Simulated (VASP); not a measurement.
# TaN (P6_3/mmc) in VASP: notebook, part 2 of 2

VASP 6.6.1.

## 3. Single point, PBE (volume scaled by 0.98)

File INCAR:

```
PREC = Accurate
ENCUT = 520
EDIFF = 1E-7
ISMEAR = -1
SIGMA = 0.01
LREAL = F
LASPH = T
NELM = 60
ALGO = Normal
ISIF = 2
LWAVE = F
LCHARG = F
GGA = PE
NBANDS = 24
```

File KPOINTS:

```
regular mesh
0
Gamma
  9 9 5
```

File POSCAR:

```
TaN
1.0
    3.0275449731      0.0000000000      0.0000000000
   -1.5137724866      2.6219308577      0.0000000000
    0.0000000000      0.0000000000      4.8849922940
Ta N
2 2
Direct
    0.0000000000      0.0000000000      0.0000000000
    0.0000000000      0.0000000000      0.5000000000
    0.3333333333      0.6666666667      0.2500000000
    0.6666666667      0.3333333333      0.7500000000
```

Potentials or basis: VASP PAW PBE potentials, release 64 (Ta_pv, N).

On the command line:

```sh
cat potpaw_PBE.64/Ta_pv/POTCAR potpaw_PBE.64/N/POTCAR > POTCAR
mpirun -np 1 vasp_std > vasp.out
```

OUTCAR:

```text
PREC = Accurate
   ENCUT = 520
   EDIFF = 1E-7
   ISMEAR = -1
   LREAL = F
   LASPH = T
   NELM = 60
   ISIF = 2
   GGA = PE

 ion  position               nearest neighbor table
   1  0.000  0.000  0.000-   3 2.13   4 2.13   3 2.13   4 2.13   4 2.13   3 2.13   2 2.44   2 2.44

   2  0.000  0.000  0.500-   3 2.13   4 2.13   3 2.13   4 2.13   4 2.13   3 2.13   1 2.44   1 2.44

   3  0.333  0.667  0.250-   1 2.13   2 2.13   1 2.13   2 2.13   1 2.13   2 2.13
   4  0.667  0.333  0.750-   1 2.13   2 2.13   1 2.13   2 2.13   1 2.13   2 2.13

  LATTYP: Found a hexagonal cell.
 ALAT       =     3.0275449731
 C/A-ratio  =     1.6135160129

  Lattice vectors:

 A1 = (   3.0275449731,   0.0000000000,   0.0000000000)
 A2 = (  -1.5137724866,   2.6219308577,   0.0000000000)
 A3 = (   0.0000000000,   0.0000000000,   4.8849922940)

Analysis of symmetry for initial positions (statically):
=====================================================================
 Subroutine PRICEL returns:
 Original cell was already a primitive cell.

 Routine SETGRP: Setting up the symmetry group for a
 hexagonal supercell.

 Subroutine GETGRP returns: Found 24 space group operations
 (whereof 12 operations were pure point group operations)
 out of a pool of 24 trial point group operations.

The static configuration has the point symmetry D_3d.
 The point group associated with its full space group is D_6h.

Analysis of symmetry for dynamics (positions and initial velocities):
=====================================================================
 Subroutine PRICEL returns:
 Original cell was already a primitive cell.

 Routine SETGRP: Setting up the symmetry group for a
 hexagonal supercell.

 Subroutine GETGRP returns: Found 24 space group operations
 (whereof 12 operations were pure point group operations)
 out of a pool of 24 trial point group operations.

The dynamic configuration has the point symmetry D_3d.
 The point group associated with its full space group is D_6h.

 Subroutine INISYM returns: Found 24 space group operations
 (whereof 12 operations are pure point group operations),
 and found     1 'primitive' translations

----------------------------------------------------------------------------------------

                                     Primitive cell

  volume of cell :      38.7771

  direct lattice vectors                    reciprocal lattice vectors
     3.027544973  0.000000000  0.000000000     0.330300626  0.190699155  0.000000000
    -1.513772487  2.621930858  0.000000000     0.000000000  0.381398311  0.000000000
     0.000000000  0.000000000  4.884992294     0.000000000  0.000000000  0.204708614

  length of vectors
     3.027544973  3.027544973  4.884992294     0.381398311  0.381398311  0.204708614

  position of ions in fractional coordinates (direct lattice)
     0.000000000  0.000000000  0.000000000
     0.000000000  0.000000000  0.500000000
     0.333333333  0.666666667  0.250000000
     0.666666667  0.333333333  0.750000000

  ion indices of the primitive-cell ions
   primitive index   ion index
                 1           1
                 2           2
                 3           3
                 4           4

----------------------------------------------------------------------------------------

 KPOINTS: regular mesh

Automatic generation of k-mesh.
 Grid dimensions read from file:
 generate k-points for:    9    9    5

 Generating k-lattice:

  Cartesian coordinates                     Fractional coordinates (reciprocal lattice)
     0.036700070  0.021188795  0.000000000     0.111111111  0.000000000  0.000000000
     0.000000000  0.042377590  0.000000000     0.000000000  0.111111111  0.000000000
     0.000000000  0.000000000  0.040941723     0.000000000  0.000000000  0.200000000

  Length of vectors
     0.042377590  0.042377590  0.040941723

  Shift w.r.t. Gamma in fractional coordinates (k-lattice)
     0.000000000  0.000000000  0.000000000

 Subroutine IBZKPT returns following result:
 ===========================================

 Found     36 irreducible k-points:

 Following reciprocal coordinates:
            Coordinates               Weight
  0.000000  0.000000  0.000000      1.000000
  0.111111 -0.000000  0.000000      6.000000
  0.222222 -0.000000  0.000000      6.000000
  0.333333 -0.000000  0.000000      6.000000
  0.444444 -0.000000  0.000000      6.000000
  0.111111  0.111111  0.000000      6.000000
[... 16 lines left out ...]
  0.333333  0.222222  0.200000     24.000000
  0.333333  0.333333  0.200000      4.000000
 [... further k-points ...]
   k-points           NKPTS =     36   k-points in BZ     NKDIM =     36   number of bands    NBANDS=     24
   number of dos      NEDOS =    301   number of ions     NIONS =      4
   total plane-waves  NPLWV =  20736
   dimension x,y,z NGX =    24 NGY =   24 NGZ =   36
   dimension x,y,z NGXF=    48 NGYF=   48 NGZF=   72
   ions per type =               2   2
   NGX,Y,Z   is equivalent  to a cutoff of  13.18, 13.18, 12.25 a.u.
   NGXF,Y,Z  is equivalent  to a cutoff of  26.36, 26.36, 24.50 a.u.
 SYSTEM =  unknown system
   PREC   = accura    normal or accurate (medium, high low for compatibility)
   ISTART =      0    job   : 0-new  1-cont  2-samecut
   ICHARG =      2    charge: 1-file 2-atom 10-const
   ISPIN  =      1    spin polarized calculation?
   LNONCOLLINEAR =      F non collinear calculations
   LSORBIT =      F    spin-orbit coupling
   LASPH  =      T    aspherical Exc in radial PAW
   ENCUT  =  520.0 eV  38.22 Ry    6.18 a.u.   5.63  5.63  9.08*2*pi/ulx,y,z
   NELM   =     60;   NELMIN=  2; NELMDL= -5     # of ELM steps
   EDIFF  = 0.1E-06   stopping-criterion for ELM
   LREAL  =      F    real-space projection
   EDIFFG = 0.1E-05   stopping-criterion for IOM
   NSW    =      0    number of steps for IOM
   IBRION =     -1    ionic relax: 0-MD 1-quasi-New 2-CG
   NFREE  =      0    steps in history (QN), initial steepest desc. (CG)
   ISIF   =      2    stress and relaxation
   ISYM   =      2    0-nonsym 1-usesym 2-fastsym
   POTIM  = 0.5000    time-step for ionic-motion
   TEBEG  =    0.0;   TEEND  =   0.0 temperature during run
   PSTRESS=    0.0 pullay stress
   NELECT =      32.0000    total number of electrons
   NUPDOWN=      -1.0000    fix difference up-down
   EMIN   =  10.00;   EMAX   =-10.00  energy-range for DOS
   EFERMI =   0.00;   METHOD = LEGACY
   ISMEAR =    -1;   SIGMA  =   0.01  broadening in eV -4-tet -1-fermi 0-gaus
   EFERMI_NEDOS =   21; number of points for ismear=-14 and -15
   IALGO  =     38    algorithm
   IMIX   =      4    mixing-type and parameters
     AMIX     =   0.40;   BMIX     =  1.00
     AMIX_MAG =   1.60;   BMIX_MAG =  1.00
  volume/ion in A,a.u.               =       9.69        65.42
  Fermi-wavevector in a.u.,A,eV,Ry     =   1.535558  2.901784 32.081703  2.357939
  Thomas-Fermi vector in A             =   2.642330
   LORBIT       =      0    0 simple, 1 ext, 2 COOP (PROOUT), +10 PAW based schemes
   GGA     = PE    functional components
   LHFCALC =     F    Hartree Fock is set to
   AEXX    =    0.0000 exact exchange contribution
   IVDW    =     0    specifies the selected vdW correction
   LEPSILON=     F    determine dielectric tensor
   LRPA    =     F    only Hartree local field effects (RPA)
 non-spin polarized calculation
  energy-cutoff  :      520.00
  volume of cell :       38.78
 maximum number of plane-waves:      1087
 NGX is ok and might be reduce to    24
   NGX = 11   NGY = 11   NGZ = 19

 number of electron      32.0000000 magnetization

 Free energy of the ion-electron system (eV)
  ---------------------------------------------------
  ext. energy  EPLUGINS =         0.00000000
  ---------------------------------------------------
  free energy    TOTEN  =       -40.96002366 eV

  energy without entropy =      -40.95808918  energy(sigma->0) =      -40.95905642

 E-fermi :  10.1226     XC(G=0): -13.8616

 val. band max:       10.1182727402   @ k =   0.2222   0.2222   0.4000
 cond. band min:      10.1296471835   @ k =   0.2222  -0.0000   0.2000
 fundamental gap:      0.0113744433
 Fermi energy:        10.1226212661

 k-point     1 :       0.0000    0.0000    0.0000
  band No.  band energies     occupation
      1     -27.1347      2.00000
      2     -25.1784      2.00000
      3     -25.1784      2.00000
      4     -24.7783      2.00000
      5     -24.7783      2.00000
      6     -23.9257      2.00000
[... 16 lines left out ...]
     23      15.3345      0.00000
     24      16.9860      0.00000
[... 598 lines left out ...]
      2     -25.8116      2.00000
      3     -25.8116      2.00000
      4     -25.3657      2.00000
      5     -25.3657      2.00000
      6     -24.1559      2.00000
[... 16 lines left out ...]
     23      17.7179      0.00000
     24      17.7179      0.00000

 [... further k-points ...]
[... 5 lines left out ...]
  --------------------------------------------------------------------------------------
  -------------------------------------------------------------------------------------
  Total       10.2119911     10.2119911     32.2204346     -0.0000000      0.0000000      0.0000000
  in kB      421.9347452    421.9347452   1331.2703395     -0.0000000      0.0000000      0.0000000
  external PRESSURE =     725.0466100 kB  Pullay stress =       0.0000000 kB

 VOLUME and BASIS-vectors are now :
 -----------------------------------------------------------------------------
  energy-cutoff  :      520.00
  volume of cell :       38.78
      direct lattice vectors                 reciprocal lattice vectors
     3.027544973  0.000000000  0.000000000     0.330300626  0.190699155  0.000000000
    -1.513772487  2.621930858  0.000000000     0.000000000  0.381398311  0.000000000
     0.000000000  0.000000000  4.884992294     0.000000000  0.000000000  0.204708614

 POSITION                                       TOTAL-FORCE (eV/Angst)
 -----------------------------------------------------------------------------------
      0.00000      0.00000      0.00000         0.000000      0.000000     -0.000000
      0.00000      0.00000      2.44250         0.000000      0.000000     -0.000000
     -0.00000      1.74795      1.22125         0.000000     -0.000000      0.000000
      1.51377      0.87398      3.66374        -0.000000      0.000000     -0.000000
 -----------------------------------------------------------------------------------
    total drift:                               -0.000000      0.000000      0.000000

  FREE ENERGIE OF THE ION-ELECTRON SYSTEM (eV)
  ---------------------------------------------------
  free  energy   TOTEN  =       -40.9600236555 eV

  energy  without entropy=      -40.9580891779  energy(sigma->0) =      -40.95905642
```

stdout:

```text
POSCAR found type information on POSCAR TaN
 POSCAR found :  2 types and       4 ions
 scaLAPACK will be used
 LDA part: xc-table for (Slater+PW92), standard interpolation
 POSCAR, INCAR and KPOINTS ok, starting setup
 FFT: planning ... GRIDC
 FFT: planning ... GRID_SOFT
 FFT: planning ... GRID
 WAVECAR not read
 entering main loop
```

Wall time 12 s (1 thread of Intel Xeon 6975P-C (Granite Rapids), shared host); peak memory 0.17 GiB.

What came out:

```yaml
Free_energy: -40.9600 eV
Pressure: 72.5 GPa
Band_gap_on_the_k_mesh: zero (band 16 reaches 10.86 eV, above the bottom of band 17 at 8.23 eV)
```

Levels at points of the mesh, in eV from the Fermi level:
| k point | band 14 | band 15 | band 16 | band 17 | band 18 | band 19 |
| --- | --- | --- | --- | --- | --- | --- |
| (0.00, 0.00, 0.00) | -3.68 | -3.66 | -1.89 | -1.89 | -0.64 | -0.64 |

Caveat: spin-orbit coupling is left out, which moves the levels of the heavy elements.

## 4. Single point, PBE (volume scaled by 1.01)

File INCAR:

```
SYSTEM = TaN
PREC = Accurate ; ENCUT = 520
EDIFF = 1E-6 ; ISMEAR = -1
SIGMA = 0.01 ; LREAL = .FALSE.
LASPH = .TRUE. ; NELM = 80
ALGO = Normal ; ISIF = 2
LWAVE = .FALSE. ; LCHARG = .FALSE.
GGA = PE ; NBANDS = 24
```

File KPOINTS:

```
regular mesh
0
G
  9 9 5
  0 0 0
```

File POSCAR:

```
TaN
1.0
    3.0581283054      0.0000000000      0.0000000000
   -1.5290641527      2.6484168005      0.0000000000
    0.0000000000      0.0000000000      4.9343389905
Ta N
2 2
Direct
    0.0000000000      0.0000000000      0.0000000000
    0.0000000000      0.0000000000      0.5000000000
    0.3333333333      0.6666666667      0.2500000000
    0.6666666667      0.3333333333      0.7500000000
```

On the command line:

```sh
cat potpaw_PBE.64/Ta_pv/POTCAR potpaw_PBE.64/N/POTCAR > POTCAR
mpirun -np 1 vasp_std > vasp.out
```

Wall time 11 s (1 thread of Intel Xeon 6975P-C (Granite Rapids), shared host); peak memory 0.17 GiB.

It converged, with:

```
Free energy            : -41.4348 eV
Pressure               : 55.7 GPa
Band gap on the k mesh : zero (band 16 reaches 10.48 eV, above the bottom of band 17 at 7.97 eV)
```

Stress tensor (GPa, compression positive):
```
 28.16   0.00   0.00
  0.00  28.16   0.00
  0.00   0.00 110.92
```

Levels at points of the mesh, in eV from the Fermi level:
| k point | band 14 | band 15 | band 16 | band 17 | band 18 | band 19 |
| --- | --- | --- | --- | --- | --- | --- |
| (0.00, 0.00, 0.00) | -3.61 | -3.59 | -1.81 | -1.81 | -0.61 | -0.61 |

Caveat: spin-orbit coupling is left out, which moves the levels of the heavy elements.

## 5. Summary

| cell | gap on the mesh (eV) | pressure (GPa) |
| --- | --- | --- |
| a = 2.986, b = 2.986, c = 4.818 Å, angles 90.0, 90.0, 120.0°, 4 atoms | none | 98.9 |
| a = 3.028, b = 3.028, c = 4.885 Å, angles 90.0, 90.0, 120.0°, 4 atoms | none | 72.5 |
| a = 3.058, b = 3.058, c = 4.934 Å, angles 90.0, 90.0, 120.0°, 4 atoms | none | 55.7 |

Alike in all rows: task single point; level PBE; potentials or basis VASP PAW PBE potentials, release 64 (Ta_pv, N); no spin polarisation; k mesh 9 × 9 × 5; cutoff (eV) 520; smearing fermi-dirac 0.01 eV.

Caveats: spin-orbit coupling is left out, which moves the levels of the heavy elements.

Absolute energies hang on the potentials; compare differences alone.
